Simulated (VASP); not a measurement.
# Se (Fd-3m) in VASP: notebook

Aim: see how the results for Se move with the level of theory and the settings. Levels: PBEsol, r2SCAN. Tasks: single point.

All numbers are computed with VASP 6.6.1; they aren't measurements. Logs are shortened: lines on timing, memory, paths and dates and some standing lists are left out, and cuts for length are marked.

## 1. The cell of the first run

Symmetry: Fd-3m, No. 227, cubic system. The conventional cell has a = 6.251 Å, b = 6.251 Å, c = 6.251 Å, α = 90.00°, β = 90.00°, γ = 90.00°. Se (site symmetry -43m) has 4 Se at 2.71 Å within 3.6 Å.

This isn't the form of Se at room conditions, which is trigonal, of chains.

## 2. Single point, PBEsol

Contents of INCAR:

```
SYSTEM = Se
PREC = Accurate
ENCUT = 500
EDIFF = 1E-6
ISMEAR = -1
SIGMA = 0.05
LREAL = .FALSE.
LASPH = .TRUE.
NELM = 120
ALGO = Normal
ISIF = 2
LWAVE = .FALSE.
LCHARG = .FALSE.
GGA = PS
NBANDS = 13
GGA_COMPAT = .FALSE.
```

Contents of KPOINTS:

```
regular mesh
0
G
  3 3 3
  0 0 0
```

Contents of POSCAR:

```
Se
1.0
    0.0000000000      3.1255700000      3.1255700000
    3.1255700000      0.0000000000      3.1255700000
    3.1255700000      3.1255700000      0.0000000000
Se
2
Direct
    0.5000000000      0.5000000000      0.5000000000
    0.7500000000      0.7500000000      0.7500000000
```

Potentials or basis: VASP PAW PBE potentials, release 64 (Se).

On the command line:

```sh
$ cat potpaw_PBE.64/Se/POTCAR > POTCAR
$ mpirun -np 1 vasp_std > vasp.out
```

OUTCAR:

```text
SYSTEM = Se
   PREC = Accurate
   ENCUT = 500
   EDIFF = 1E-6
   ISMEAR = -1
   LREAL = .FALSE.
   LASPH = .TRUE.
   NELM = 120
   ISIF = 2
   GGA = PS

 ion  position               nearest neighbor table
   1  0.500  0.500  0.500-   2 2.71   2 2.71   2 2.71   2 2.71
   2  0.750  0.750  0.750-   1 2.71   1 2.71   1 2.71   1 2.71

  LATTYP: Found a face centered cubic cell.
 ALAT       =     6.2511400000

  Lattice vectors:

 A1 = (   0.0000000000,   3.1255700000,   3.1255700000)
 A2 = (   3.1255700000,   0.0000000000,   3.1255700000)
 A3 = (   3.1255700000,   3.1255700000,   0.0000000000)

Analysis of symmetry for initial positions (statically):
=====================================================================
 Subroutine PRICEL returns:
 Original cell was already a primitive cell.

 Routine SETGRP: Setting up the symmetry group for a
 face centered cubic supercell.

 Subroutine GETGRP returns: Found 48 space group operations
 (whereof 24 operations were pure point group operations)
 out of a pool of 48 trial point group operations.

The static configuration has the point symmetry T_d .
 The point group associated with its full space group is O_h .

Analysis of symmetry for dynamics (positions and initial velocities):
=====================================================================
 Subroutine PRICEL returns:
 Original cell was already a primitive cell.

 Routine SETGRP: Setting up the symmetry group for a
 face centered cubic supercell.

 Subroutine GETGRP returns: Found 48 space group operations
 (whereof 24 operations were pure point group operations)
 out of a pool of 48 trial point group operations.

The dynamic configuration has the point symmetry T_d .
 The point group associated with its full space group is O_h .

 Subroutine INISYM returns: Found 48 space group operations
 (whereof 24 operations are pure point group operations),
 and found     1 'primitive' translations

----------------------------------------------------------------------------------------

                                     Primitive cell

  volume of cell :      61.0686

  direct lattice vectors                    reciprocal lattice vectors
     0.000000000  3.125570000  3.125570000    -0.159970821  0.159970821  0.159970821
     3.125570000  0.000000000  3.125570000     0.159970821 -0.159970821  0.159970821
     3.125570000  3.125570000  0.000000000     0.159970821  0.159970821 -0.159970821

  length of vectors
     4.420223484  4.420223484  4.420223484     0.277077590  0.277077590  0.277077590

  position of ions in fractional coordinates (direct lattice)
     0.500000000  0.500000000  0.500000000
     0.750000000  0.750000000  0.750000000

  ion indices of the primitive-cell ions
   primitive index   ion index
                 1           1
                 2           2

----------------------------------------------------------------------------------------

 KPOINTS: regular mesh

Automatic generation of k-mesh.
 Grid dimensions read from file:
 generate k-points for:    3    3    3

 Generating k-lattice:

  Cartesian coordinates                     Fractional coordinates (reciprocal lattice)
    -0.053323607  0.053323607  0.053323607     0.333333333  0.000000000  0.000000000
     0.053323607 -0.053323607  0.053323607     0.000000000  0.333333333  0.000000000
     0.053323607  0.053323607 -0.053323607     0.000000000  0.000000000  0.333333333

  Length of vectors
     0.092359197  0.092359197  0.092359197

  Shift w.r.t. Gamma in fractional coordinates (k-lattice)
     0.000000000  0.000000000  0.000000000

 Subroutine IBZKPT returns following result:
 ===========================================

 Found      4 irreducible k-points:

 Following reciprocal coordinates:
            Coordinates               Weight
  0.000000  0.000000  0.000000      1.000000
  0.333333  0.000000  0.000000      8.000000
  0.333333  0.333333  0.000000      6.000000
 -0.333333  0.333333  0.000000     12.000000
   k-points           NKPTS =      4   k-points in BZ     NKDIM =      4   number of bands    NBANDS=     13
   number of dos      NEDOS =    301   number of ions     NIONS =      2
   total plane-waves  NPLWV =  32768
   dimension x,y,z NGX =    32 NGY =   32 NGZ =   32
   dimension x,y,z NGXF=    64 NGYF=   64 NGZF=   64
   ions per type =               2
   NGX,Y,Z   is equivalent  to a cutoff of  12.04, 12.04, 12.04 a.u.
   NGXF,Y,Z  is equivalent  to a cutoff of  24.07, 24.07, 24.07 a.u.
 SYSTEM =  Se
   PREC   = accura    normal or accurate (medium, high low for compatibility)
   ISTART =      0    job   : 0-new  1-cont  2-samecut
   ICHARG =      2    charge: 1-file 2-atom 10-const
   ISPIN  =      1    spin polarized calculation?
   LNONCOLLINEAR =      F non collinear calculations
   LSORBIT =      F    spin-orbit coupling
   LASPH  =      T    aspherical Exc in radial PAW
   ENCUT  =  500.0 eV  36.75 Ry    6.06 a.u.   8.06  8.06  8.06*2*pi/ulx,y,z
   NELM   =    120;   NELMIN=  2; NELMDL= -5     # of ELM steps
   EDIFF  = 0.1E-05   stopping-criterion for ELM
   LREAL  =      F    real-space projection
   EDIFFG = 0.1E-04   stopping-criterion for IOM
   NSW    =      0    number of steps for IOM
   IBRION =     -1    ionic relax: 0-MD 1-quasi-New 2-CG
   NFREE  =      0    steps in history (QN), initial steepest desc. (CG)
   ISIF   =      2    stress and relaxation
   ISYM   =      2    0-nonsym 1-usesym 2-fastsym
   POTIM  = 0.5000    time-step for ionic-motion
   TEBEG  =    0.0;   TEEND  =   0.0 temperature during run
   PSTRESS=    0.0 pullay stress
   NELECT =      12.0000    total number of electrons
   NUPDOWN=      -1.0000    fix difference up-down
   EMIN   =  10.00;   EMAX   =-10.00  energy-range for DOS
   EFERMI =   0.00;   METHOD = LEGACY
   ISMEAR =    -1;   SIGMA  =   0.05  broadening in eV -4-tet -1-fermi 0-gaus
   EFERMI_NEDOS =   21; number of points for ismear=-14 and -15
   IALGO  =     38    algorithm
   IMIX   =      4    mixing-type and parameters
     AMIX     =   0.40;   BMIX     =  1.00
     AMIX_MAG =   1.60;   BMIX_MAG =  1.00
  volume/ion in A,a.u.               =      30.53       206.06
  Fermi-wavevector in a.u.,A,eV,Ry     =   0.951764  1.798573 12.324906  0.905855
  Thomas-Fermi vector in A             =   2.080265
   LORBIT       =      0    0 simple, 1 ext, 2 COOP (PROOUT), +10 PAW based schemes
   GGA     = PS    functional components
   LHFCALC =     F    Hartree Fock is set to
   AEXX    =    0.0000 exact exchange contribution
   IVDW    =     0    specifies the selected vdW correction
   LEPSILON=     F    determine dielectric tensor
   LRPA    =     F    only Hartree local field effects (RPA)
 non-spin polarized calculation
  energy-cutoff  :      500.00
  volume of cell :       61.07
 maximum number of plane-waves:      1552
   NGX = 17   NGY = 17   NGZ = 17

 number of electron      11.9999996 magnetization

 Free energy of the ion-electron system (eV)
  ---------------------------------------------------
  ext. energy  EPLUGINS =         0.00000000
  ---------------------------------------------------
  free energy    TOTEN  =        -6.49698516 eV

  energy without entropy =       -6.45494901  energy(sigma->0) =       -6.47596708

 E-fermi :   2.3163     XC(G=0):  -8.4818

 val. band max:        2.0892102816   @ k =  -0.3333   0.3333   0.0000
 cond. band min:       2.3401193795   @ k =   0.3333   0.0000   0.0000
 fundamental gap:      0.2509090980
 Fermi energy:         2.3162592762

 k-point     1 :       0.0000    0.0000    0.0000
  band No.  band energies     occupation
      1     -13.2401      2.00000
      2      -7.8773      2.00000
      3      -1.2675      2.00000
      4      -1.2675      2.00000
      5      -1.2675      2.00000
      6       1.4463      2.00000
      7       1.4463      2.00000
      8       1.4463      2.00000
      9       6.4578      0.00000
     10       9.8182      0.00000
     11       9.8182      0.00000
     12      11.7093      0.00000
     13      11.7093      0.00000

 k-point     2 :       0.3333    0.0000    0.0000
  band No.  band energies     occupation
      1     -12.5717      2.00000
      2      -9.3059      2.00000
      3      -1.8508      2.00000
      4      -1.8508      2.00000
      5      -1.7772      2.00000
      6       2.3401      0.76583
      7       2.3401      0.76583
      8       3.1200      0.00000
      9       8.3516      0.00000
     10       9.3692      0.00000
     11       9.3692      0.00000
     12      10.5774      0.00000
     13      13.5922      0.00000

 k-point     3 :       0.3333    0.3333    0.0000
  band No.  band energies     occupation
      1     -12.2558      2.00000
      2      -9.7799      2.00000
      3      -2.5263      2.00000
      4      -2.5263      2.00000
      5       0.0424      2.00000
      6       0.4292      2.00000
      7       3.7524      0.00000
      8       3.7524      0.00000
      9       7.3032      0.00000
     10       9.4768      0.00000
     11      11.4073      0.00000
     12      13.1517      0.00000
     13      13.1517      0.00000

 k-point     4 :      -0.3333    0.3333    0.0000
  band No.  band energies     occupation
      1     -11.6960      2.00000
      2     -10.5166      2.00000
      3      -3.2987      2.00000
      4      -2.4084      2.00000
      5      -0.0815      2.00000
      6       2.0892      1.97890
      7       3.5249      0.00000
      8       3.7494      0.00000
      9       7.4002      0.00000
     10       9.5366      0.00000
     11       9.5903      0.00000
     12      13.0834      0.00000
     13      14.1727      0.00000

------------------------ aborting loop because EDIFF is reached ----------------------------------------

  FORCE on cell =-STRESS in cart. coord.  units (eV):
  Direction    XX          YY          ZZ          XY          YZ          ZX
  --------------------------------------------------------------------------------------
  -------------------------------------------------------------------------------------
  Total        0.2360951      0.2360951      0.2360951      0.0000000     -0.0000000      0.0000000
  in kB        6.1941225      6.1941225      6.1941225      0.0000000     -0.0000000      0.0000000
  external PRESSURE =       6.1941225 kB  Pullay stress =       0.0000000 kB

 VOLUME and BASIS-vectors are now :
 -----------------------------------------------------------------------------
  energy-cutoff  :      500.00
  volume of cell :       61.07
      direct lattice vectors                 reciprocal lattice vectors
     0.000000000  3.125570000  3.125570000    -0.159970821  0.159970821  0.159970821
     3.125570000  0.000000000  3.125570000     0.159970821 -0.159970821  0.159970821
     3.125570000  3.125570000  0.000000000     0.159970821  0.159970821 -0.159970821

 POSITION                                       TOTAL-FORCE (eV/Angst)
 -----------------------------------------------------------------------------------
      3.12557      3.12557      3.12557        -0.000000     -0.000000     -0.000000
      4.68836      4.68836      4.68836         0.000000      0.000000      0.000000
 -----------------------------------------------------------------------------------
    total drift:                               -0.000000     -0.000000      0.000000

  FREE ENERGIE OF THE ION-ELECTRON SYSTEM (eV)
  ---------------------------------------------------
  free  energy   TOTEN  =        -6.4969851553 eV

  energy  without entropy=       -6.4549490068  energy(sigma->0) =       -6.47596708
```

Run time: 8 s. Hardware: 1 thread of AMD EPYC 7R43 (Zen 3), shared host; peak memory 0.13 GiB.

What came out:

* Free energy: -6.4970 eV
* Pressure: 0.6 GPa
* Band gap on the k mesh: zero (bands 6 and 7 overlap by 0.89 eV)

Levels at points of the mesh, in eV from the Fermi level:
```csv
k point,band 2,band 3,band 4,band 5,band 6,band 7,band 8,band 9,band 10,band 11
"(0.00, 0.00, 0.00)",-10.19,-3.58,-3.58,-3.58,-0.87,-0.87,-0.87,4.14,7.50,7.50
```

Caveat: the k points lie up to 0.58 Å⁻¹ apart, too coarse for converged energies and pressures of a metal; the PAW data sets were made with another functional, which shifts forces and pressure a little.

## 3. Single point, r2SCAN

POSCAR is that of step 2.

Contents of INCAR.step1:

```
SYSTEM = Se
ALGO = Normal
EDIFF = 1E-5
ENCUT = 550
GGA = PE
GGA_COMPAT = .FALSE.
ISMEAR = -1
LASPH = .TRUE.
LCHARG = .FALSE.
LREAL = .FALSE.
LWAVE = .TRUE.
NBANDS = 13
NELM = 120
PREC = Accurate
SIGMA = 0.05
```

Contents of INCAR.step2:

```
SYSTEM = Se
ALGO = Normal
EDIFF = 1E-6
ENCUT = 550
GGA_COMPAT = .FALSE.
ISIF = 2
ISMEAR = -1
ISTART = 1
LASPH = .TRUE.
LCHARG = .FALSE.
LMIXTAU = .TRUE.
LREAL = .FALSE.
LWAVE = .FALSE.
METAGGA = R2SCAN
NBANDS = 13
NELM = 120
PREC = Accurate
SIGMA = 0.05
```

Contents of KPOINTS:

```
k-points
0
G
  3 3 3
  0 0 0
```

Potentials or basis: VASP PAW PBE potentials, release 64 (Se).

On the command line:

```sh
$ cat potpaw_PBE.64/Se/POTCAR > POTCAR
$ cp INCAR.step1 INCAR
$ mpirun -np 1 vasp_std > vasp.out
$ cp INCAR.step2 INCAR
$ mpirun -np 1 vasp_std > vasp.out
```

Run time: 41 s. Hardware: 1 thread of AMD EPYC 7R43 (Zen 3), shared host; peak memory 0.17 GiB.

It converged, with:

```yaml
Free_energy: -27.1430 eV
Pressure: 1.9 GPa
Band_gap_on_the_k_mesh: zero (bands 6 and 7 overlap by 0.94 eV)
```

Levels at points of the mesh, in eV from the Fermi level:
| k point | band 2 | band 3 | band 4 | band 5 | band 6 | band 7 | band 8 | band 9 | band 10 | band 11 |
| --- | --- | --- | --- | --- | --- | --- | --- | --- | --- | --- |
| (0.00, 0.00, 0.00) | -10.52 | -3.80 | -3.80 | -3.80 | -0.92 | -0.92 | -0.92 | 4.67 | 8.05 | 8.05 |

Caveat: the k points lie up to 0.58 Å⁻¹ apart, too coarse for converged energies and pressures of a metal; the PAW data sets were made with another functional, which shifts forces and pressure a little.
